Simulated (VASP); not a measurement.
# Ni (Im-3m) in VASP: a series of runs, part 2 of 2

VASP 6.6.1. Earlier steps stand in the parts before.

## 3. Density of states, PBEsol+U, collinear spin, ferromagnetic start

File POSCAR:

```
Ni
1.0
   -1.3837154700      1.3837154700      1.3837154700
    1.3837154700     -1.3837154700      1.3837154700
    1.3837154700      1.3837154700     -1.3837154700
Ni
1
Direct
    0.0000000000      0.0000000000      0.0000000000
```

File INCAR.step1:

```
  PREC = Accurate
  ENCUT = 520
  EDIFF = 1E-7
  ISMEAR = -1
  SIGMA = 0.05
  LREAL = F
  LASPH = T
  NELM = 150
  ALGO = Normal
  ISIF = 2
  LWAVE = F
  LCHARG = T
  ISPIN = 2
  MAGMOM = 1
  LMAXMIX = 4
  LDAU = T
  LDAUTYPE = 2
  LDAUL = 2
  LDAUU = 4
  LDAUJ = 0
  LDAUPRINT = 1
  GGA = PS
  NBANDS = 15
```

File KPOINTS.step1:

```
Automatic mesh
0
Gamma
  13 13 13
```

File INCAR.step2:

```
  PREC = Accurate
  ENCUT = 520
  EDIFF = 1E-7
  ISMEAR = -5
  SIGMA = 0.05
  LREAL = F
  LASPH = T
  NELM = 150
  ALGO = Normal
  ISIF = 2
  LWAVE = F
  LCHARG = F
  ISPIN = 2
  MAGMOM = 1
  LORBIT = 10
  LMAXMIX = 4
  LDAU = T
  LDAUTYPE = 2
  LDAUL = 2
  LDAUU = 4
  LDAUJ = 0
  LDAUPRINT = 1
  GGA = PS
  NEDOS = 1001
  ICHARG = 11
```

File KPOINTS.step2:

```
Automatic mesh
0
Gamma
  20 20 20
```

Potentials or basis: VASP PAW PBE potentials, release 64 (Ni).

Run with:

```console
$ cat potpaw_PBE.64/Ni/POTCAR > POTCAR
$ cp INCAR.step1 INCAR
$ cp KPOINTS.step1 KPOINTS
$ mpirun -np 1 vasp_std > vasp.out
$ cp INCAR.step2 INCAR
$ cp KPOINTS.step2 KPOINTS
$ mpirun -np 1 vasp_std > vasp.out
```

OUTCAR:

```text
PREC = Accurate
   ENCUT = 520
   EDIFF = 1E-7
   ISMEAR = -5
   LREAL = F
   LASPH = T
   NELM = 150
   ISIF = 2
   ISPIN = 2
   LORBIT = 10
   GGA = PS
   ICHARG = 11

 ion  position               nearest neighbor table
   1  0.000  0.000  0.000-

  LATTYP: Found a body centered cubic cell.
 ALAT       =     2.7674309400

  Lattice vectors:

 A1 = (  -1.3837154700,   1.3837154700,   1.3837154700)
 A2 = (   1.3837154700,  -1.3837154700,   1.3837154700)
 A3 = (   1.3837154700,   1.3837154700,  -1.3837154700)

Analysis of symmetry for initial positions (statically):
=====================================================================
 Subroutine PRICEL returns:
 Original cell was already a primitive cell.

 Routine SETGRP: Setting up the symmetry group for a
 body centered cubic supercell.

 Subroutine GETGRP returns: Found 48 space group operations
 (whereof 48 operations were pure point group operations)
 out of a pool of 48 trial point group operations.

The static configuration has the point symmetry O_h .

Analysis of symmetry for dynamics (positions and initial velocities):
=====================================================================
 Subroutine PRICEL returns:
 Original cell was already a primitive cell.

 Routine SETGRP: Setting up the symmetry group for a
 body centered cubic supercell.

 Subroutine GETGRP returns: Found 48 space group operations
 (whereof 48 operations were pure point group operations)
 out of a pool of 48 trial point group operations.

The dynamic configuration has the point symmetry O_h .

Analysis of structural, dynamic, and magnetic symmetry:
=====================================================================
 Subroutine PRICEL returns:
 Original cell was already a primitive cell.

 Routine SETGRP: Setting up the symmetry group for a
 body centered cubic supercell.

 Subroutine GETGRP returns: Found 48 space group operations
 (whereof 48 operations were pure point group operations)
[... 174 lines left out ...]
  o =  0.9287  v =  0.0000 -0.0000 -0.0000 -0.0000  1.0000  0.0000  0.0000  0.0000  0.0000  0.0000      0.0000  0.0000  0.0000  0.0000  0.0000  0.0000  0.0000  0.0000  0.0000  0.0000
  o =  0.9287  v =  0.0000  0.0000 -1.0000 -0.0000 -0.0000  0.0000  0.0000  0.0000  0.0000  0.0000      0.0000  0.0000  0.0000  0.0000  0.0000  0.0000  0.0000  0.0000  0.0000  0.0000

 number of electron      10.0000004 magnetization       0.6461803

 Free energy of the ion-electron system (eV)
  ---------------------------------------------------
  ext. energy  EPLUGINS =         0.00000000
  ---------------------------------------------------
  free energy    TOTEN  =        -3.56888496 eV

  energy without entropy =       -3.56888496  energy(sigma->0) =       -3.56888496

 E-fermi :   8.8624     XC(G=0): -13.5200

 val. band max:        8.8686518070   @ k =  -0.4500   0.5000   0.3500
 cond. band min:       8.8459791237   @ k =  -0.2500   0.3500   0.1500
 fundamental gap:     -0.0226726833
 Fermi energy:         8.8624160238

 spin component 1

 k-point     1 :       0.0000    0.0000    0.0000
  band No.  band energies     occupation
      1       0.3568      1.00000
      2       5.6808      1.00000
      3       5.6808      1.00000
      4       5.6808      1.00000
      5       7.3054      1.00000
      6       7.3054      1.00000
      7      36.1610      0.00000
      8      36.1610      0.00000
      9      36.1610      0.00000
     10      39.8426      0.00000
[... 603 lines left out ...]
 k-point    24 :       0.2500    0.1000    0.0000
  band No.  band energies     occupation
      1       3.7130      1.00000
      2       6.6192      1.00000
      3       6.8367      1.00000
      4       8.0185      1.00000
      5       8.0949      1.00000
      6       9.2524     -0.05559
      7      22.8689      0.00000
      8      27.8067      0.00000
      9      31.3785      0.00000
     10      35.0354      0.00000

 [... further k-points ...]
[... 5 lines left out ...]
  --------------------------------------------------------------------------------------
  -------------------------------------------------------------------------------------
  Total       -0.6166159     -0.6166159     -0.6166159      0.0000000      0.0000000      0.0000000
  in kB      -93.2234012    -93.2234012    -93.2234012      0.0000000      0.0000000      0.0000000
  external PRESSURE =     -93.2234012 kB  Pullay stress =       0.0000000 kB

 VOLUME and BASIS-vectors are now :
 -----------------------------------------------------------------------------
  energy-cutoff  :      520.00
  volume of cell :       10.60
      direct lattice vectors                 reciprocal lattice vectors
    -1.383715470  1.383715470  1.383715470     0.000000000  0.361345964  0.361345964
     1.383715470 -1.383715470  1.383715470     0.361345964  0.000000000  0.361345964
     1.383715470  1.383715470 -1.383715470     0.361345964  0.361345964  0.000000000

 POSITION                                       TOTAL-FORCE (eV/Angst)
 -----------------------------------------------------------------------------------
      0.00000      0.00000      0.00000        -0.000000      0.000000     -0.000000
 -----------------------------------------------------------------------------------
    total drift:                               -0.000000     -0.000000      0.000000

  FREE ENERGIE OF THE ION-ELECTRON SYSTEM (eV)
  ---------------------------------------------------
  free  energy   TOTEN  =        -3.5688849603 eV

  energy  without entropy=       -3.5688849603  energy(sigma->0) =       -3.56888496

 total charge

# of ion       s       p       d       tot
------------------------------------------
    1        0.489   0.452   8.520   9.461

 magnetization (x)

# of ion       s       p       d       tot
------------------------------------------
    1       -0.014  -0.031   0.699   0.654
```

OUTCAR.step1:

```text
PREC = Accurate
   ENCUT = 520
   EDIFF = 1E-7
   ISMEAR = -1
   LREAL = F
[... 1138 lines left out ...]

 POSITION                                       TOTAL-FORCE (eV/Angst)
 -----------------------------------------------------------------------------------
      0.00000      0.00000      0.00000        -0.000000      0.000000      0.000000
 -----------------------------------------------------------------------------------
    total drift:                                0.000000      0.000000      0.000000

  FREE ENERGIE OF THE ION-ELECTRON SYSTEM (eV)
  ---------------------------------------------------
  free  energy   TOTEN  =        -3.5739950772 eV

  energy  without entropy=       -3.5668190030  energy(sigma->0) =       -3.57040704
```

It took 1.9 min on 1 thread of Intel Xeon 8259CL, shared host; peak memory 0.19 GiB.

What came out:

| Item | Value |
| --- | --- |
| Net moment | 0.65 μB per cell |
| Site moments | Ni +0.65 μB |
| Valence electrons inside the program's atomic spheres | Ni 9.46 |

Eigenvalues of the final occupation matrices:
```tsv
site	spin	trace	eigenvalues
site 1 d	1	4.63	0.92 0.92 0.92 0.93 0.93
site 1 d	2	3.92	0.70 0.70 0.70 0.91 0.91
```

Caveat: the PAW data sets were made with another functional, which shifts forces and pressure a little; the U is typed as a test and isn't derived for this compound; tetrahedron occupations give inexact forces and stress in metals. The state reached can hang on the start; a lower one may exist.

## 4. Single point, PBEsol+U, collinear spin, ferromagnetic start (volume scaled by 0.96)

File INCAR:

```
PREC = Accurate
ENCUT = 520
EDIFF = 1E-7
ISMEAR = 1
SIGMA = 0.01
LREAL = False
LASPH = True
NELM = 150
ALGO = Normal
ISIF = 2
LWAVE = False
LCHARG = False
ISPIN = 2
MAGMOM = 1.09
LORBIT = 11
LMAXMIX = 4
LDAU = True
LDAUTYPE = 2
LDAUL = 2
LDAUU = 5
LDAUJ = 0
LDAUPRINT = 1
GGA = PS
NBANDS = 15
```

File KPOINTS:

```
regular mesh
0
Gamma
  13 13 13
```

File POSCAR:

```
Ni
1.0
   -1.3650143198      1.3650143198      1.3650143198
    1.3650143198     -1.3650143198      1.3650143198
    1.3650143198      1.3650143198     -1.3650143198
Ni
1
Direct
    0.0000000000      0.0000000000      0.0000000000
```

Potentials or basis: VASP PAW PBE potentials, release 64 (Ni).

Run with:

```console
$ cat potpaw_PBE.64/Ni/POTCAR > POTCAR
$ mpirun -np 1 vasp_std > vasp.out
```

OUTCAR:

```text
PREC = Accurate
   ENCUT = 520
   EDIFF = 1E-7
   ISMEAR = 1
   LREAL = False
   LASPH = True
   NELM = 150
   ISIF = 2
   ISPIN = 2
   LORBIT = 11
   GGA = PS

 ion  position               nearest neighbor table
   1  0.000  0.000  0.000-

  LATTYP: Found a body centered cubic cell.
 ALAT       =     2.7300286396

  Lattice vectors:

 A1 = (  -1.3650143198,   1.3650143198,   1.3650143198)
 A2 = (   1.3650143198,  -1.3650143198,   1.3650143198)
 A3 = (   1.3650143198,   1.3650143198,  -1.3650143198)

Analysis of symmetry for initial positions (statically):
=====================================================================
 Subroutine PRICEL returns:
 Original cell was already a primitive cell.

 Routine SETGRP: Setting up the symmetry group for a
 body centered cubic supercell.

 Subroutine GETGRP returns: Found 48 space group operations
 (whereof 48 operations were pure point group operations)
 out of a pool of 48 trial point group operations.

The static configuration has the point symmetry O_h .

Analysis of symmetry for dynamics (positions and initial velocities):
=====================================================================
 Subroutine PRICEL returns:
 Original cell was already a primitive cell.

 Routine SETGRP: Setting up the symmetry group for a
 body centered cubic supercell.

 Subroutine GETGRP returns: Found 48 space group operations
 (whereof 48 operations were pure point group operations)
 out of a pool of 48 trial point group operations.

The dynamic configuration has the point symmetry O_h .

Analysis of structural, dynamic, and magnetic symmetry:
=====================================================================
 Subroutine PRICEL returns:
 Original cell was already a primitive cell.

 Routine SETGRP: Setting up the symmetry group for a
[... 176 lines left out ...]
  o =  0.9322  v =  0.0000  0.6401  0.0000  0.7683 -0.0000  0.0000  0.0000  0.0000  0.0000  0.0000      0.0000  0.0000  0.0000  0.0000  0.0000  0.0000  0.0000  0.0000  0.0000  0.0000
  o =  0.9357  v =  0.0000 -0.0000 -0.0242  0.0000 -0.9997  0.0000  0.0000  0.0000  0.0000  0.0000      0.0000  0.0000  0.0000  0.0000  0.0000  0.0000  0.0000  0.0000  0.0000  0.0000
  o =  0.9357  v =  0.0000  0.0000 -0.9997  0.0000  0.0242  0.0000  0.0000  0.0000  0.0000  0.0000      0.0000  0.0000  0.0000  0.0000  0.0000  0.0000  0.0000  0.0000  0.0000  0.0000

 number of electron      10.0000011 magnetization       0.6472483

 Free energy of the ion-electron system (eV)
  ---------------------------------------------------
  ext. energy  EPLUGINS =         0.00000000
  ---------------------------------------------------
  free energy    TOTEN  =        -3.03877254 eV

  energy without entropy =       -3.03878173  energy(sigma->0) =       -3.03877561

 E-fermi :   9.3118     XC(G=0): -13.7532

 val. band max:        9.3104476982   @ k =  -0.3077   0.3077   0.2308
 cond. band min:       9.3189102082   @ k =   0.1538   0.1538   0.0000
 fundamental gap:      0.0084625099
 Fermi energy:         9.3118499766

 spin component 1

 k-point     1 :       0.0000    0.0000    0.0000
  band No.  band energies     occupation
      1       0.6728      1.00000
      2       5.7398      1.00000
      3       5.7398      1.00000
      4       5.7398      1.00000
      5       7.4897      1.00000
      6       7.4897      1.00000
      7      37.1919      0.00000
      8      37.1919      0.00000
      9      37.1919      0.00000
     10      40.5805      0.00000
     11      40.5805      0.00000
     12      40.5805      0.00000
[... 841 lines left out ...]
      4       8.1795      1.00000
      5       8.3236      1.00000
      6      10.1485      0.00000
      7      23.4803      0.00000
      8      28.0210      0.00000
      9      30.0292      0.00000
     10      38.2525      0.00000
     11      41.5266      0.00000
     12      45.0650      0.00000
     13      46.9985      0.00000
     14      50.0674      0.00000
     15      53.9983      0.00000

 [... further k-points ...]
[... 5 lines left out ...]
  --------------------------------------------------------------------------------------
  -------------------------------------------------------------------------------------
  Total       -0.4199324     -0.4199324     -0.4199324      0.0000000      0.0000000      0.0000000
  in kB      -66.1330122    -66.1330122    -66.1330122      0.0000000      0.0000000      0.0000000
  external PRESSURE =     -66.1330122 kB  Pullay stress =       0.0000000 kB

 VOLUME and BASIS-vectors are now :
 -----------------------------------------------------------------------------
  energy-cutoff  :      520.00
  volume of cell :       10.17
      direct lattice vectors                 reciprocal lattice vectors
    -1.365014320  1.365014320  1.365014320     0.000000000  0.366296524  0.366296524
     1.365014320 -1.365014320  1.365014320     0.366296524  0.000000000  0.366296524
     1.365014320  1.365014320 -1.365014320     0.366296524  0.366296524  0.000000000

 POSITION                                       TOTAL-FORCE (eV/Angst)
 -----------------------------------------------------------------------------------
      0.00000      0.00000      0.00000        -0.000000      0.000000     -0.000000
 -----------------------------------------------------------------------------------
    total drift:                                0.000000      0.000000      0.000000

  FREE ENERGIE OF THE ION-ELECTRON SYSTEM (eV)
  ---------------------------------------------------
  free  energy   TOTEN  =        -3.0387725415 eV

  energy  without entropy=       -3.0387817347  energy(sigma->0) =       -3.03877561

 total charge

# of ion       s       p       d       tot
------------------------------------------
    1        0.505   0.474   8.583   9.562

 magnetization (x)

# of ion       s       p       d       tot
------------------------------------------
    1       -0.016  -0.035   0.720   0.669
```

OSZICAR:

```text
N       E                     dE             d eps       ncg     rms          rms(c)
DAV:   1     0.357154604001E+02    0.35715E+02   -0.42320E+03  5397   0.891E+02
DAV:   2    -0.197833559184E+01   -0.37694E+02   -0.35167E+02  5719   0.164E+02
DAV:   3    -0.362681990228E+01   -0.16485E+01   -0.16219E+01  6230   0.333E+01
DAV:   4    -0.363582581031E+01   -0.90059E-02   -0.90054E-02  6041   0.244E+00
DAV:   5    -0.363589358657E+01   -0.67776E-04   -0.67776E-04  6254   0.185E-01    0.106E+01
DAV:   6    -0.319305512036E+01    0.44284E+00   -0.86945E+00  7154   0.341E+01    0.462E+00
DAV:   7    -0.301587560748E+01    0.17718E+00   -0.13288E+00  6841   0.128E+01    0.214E+00
DAV:   8    -0.302961814000E+01   -0.13743E-01   -0.56474E-02  5854   0.207E+00    0.107E+00
DAV:   9    -0.303451597536E+01   -0.48978E-02   -0.49746E-03  6856   0.689E-01    0.403E-01
DAV:  10    -0.303872204719E+01   -0.42061E-02   -0.10064E-02  6461   0.100E+00    0.201E-01
DAV:  11    -0.303868171078E+01    0.40336E-04   -0.47881E-04  6980   0.251E-01    0.641E-02
DAV:  12    -0.303876294331E+01   -0.81233E-04   -0.29922E-04  6823   0.185E-01    0.362E-02
DAV:  13    -0.303877118770E+01   -0.82444E-05   -0.24949E-05  6678   0.534E-02    0.595E-03
DAV:  14    -0.303877201335E+01   -0.82565E-06   -0.14501E-06  6530   0.133E-02    0.457E-03
DAV:  15    -0.303877245414E+01   -0.44080E-06   -0.79834E-07  6006   0.980E-03    0.115E-03
DAV:  16    -0.303877254152E+01   -0.87373E-07   -0.60058E-08  4697   0.299E-03
   1 F= -.30387725E+01 E0= -.30387756E+01  d E =0.919322E-05  mag=     0.6473
```

It took 62 s on 1 thread of Intel Xeon 6975P-C, shared host; peak memory 0.14 GiB.

What came out:

```yaml
Free_energy: -3.0388 eV
Pressure: -6.6 GPa
Net_moment: 0.65 μB per cell
Site_moments: Ni +0.67 μB
Valence_electrons_inside_the_program's_atomic_spheres: Ni 9.56
```

Eigenvalues of the final occupation matrices:
| site | spin | trace | eigenvalues |
| --- | --- | --- | --- |
| site 1 d | 1 | 4.67 | 0.93 0.93 0.93 0.94 0.94 |
| site 1 d | 2 | 3.95 | 0.70 0.70 0.70 0.92 0.92 |

Caveat: the PAW data sets were made with another functional, which shifts forces and pressure a little; the U is typed as a test and isn't derived for this compound. The state reached can hang on the start; a lower one may exist.

## 5. Overview

```csv
task,U,cell,smearing,k mesh for the DOS,occupations for the DOS,moment (μB)
density of states,Ni d U = 2.0 eV,"a = 2.397 Å, angles 109.5°, 1 atom",fermi-dirac 0.05 eV,20 × 20 × 20,tetrahedron,0.62
density of states,Ni d U = 4.0 eV,"a = 2.397 Å, angles 109.5°, 1 atom",fermi-dirac 0.05 eV,20 × 20 × 20,tetrahedron,0.65
single point,Ni d U = 5.0 eV,"a = 2.364 Å, angles 109.5°, 1 atom",methfessel-paxton 0.01 eV,-,-,0.65
```

Alike in all rows: level PBEsol+U; potentials or basis VASP PAW PBE potentials, release 64 (Ni); spin collinear, ferromagnetic start; k mesh 13 × 13 × 13; cutoff (eV) 520.

Caveats: the PAW data sets were made with another functional, which shifts forces and pressure a little; the U is typed as a test and isn't derived for this compound; tetrahedron occupations give inexact forces and stress in metals (some runs).

Total energies depend on the potentials used, so only differences within one code and one set of settings carry meaning.
